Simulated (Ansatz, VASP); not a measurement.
**One calculation of Re, two programs**

```xyz
2
Lattice="2.7598 0.0000 0.0000 -1.3799 2.3901 0.0000 0.0000 0.0000 4.4572" Properties=species:S:1:pos:R:3 pbc="T T T"
Re    0.0000    1.5934    1.1143
Re    1.3799    0.7967    3.3429
```

Alike in both runs: task single point; functional r2SCAN; k mesh 3 × 3 × 2; occupations fermi-dirac, width 0.1 eV; no spin polarisation.

|  | VASP | Ansatz |
| --- | --- | --- |
| version | VASP 6.6.1 | Ansatz 0.2.0 |
| potentials or method | VASP PAW PBE potentials, release 64 (Re_sv_GW), cutoff 610 eV | plane waves (500 eV) with PAW, scalar-relativistic |
| valence electrons in the cell | 30 | 30 |

Ansatz gave:

| Property | Result |
| --- | --- |
| pressure (GPa) | 10.1 |
| traceless stress, the component that is largest in VASP (GPa) | 4.30 |

Question: Which values does VASP return?

Answer: Pressure (GPa): 8.7; traceless stress, the component that is largest in VASP (GPa): 4.45.

VASP's potentials were made for PBE, not for r2SCAN.

The k mesh is coarse, so the values compare programs but aren't converged. Spin-orbit coupling is off throughout.
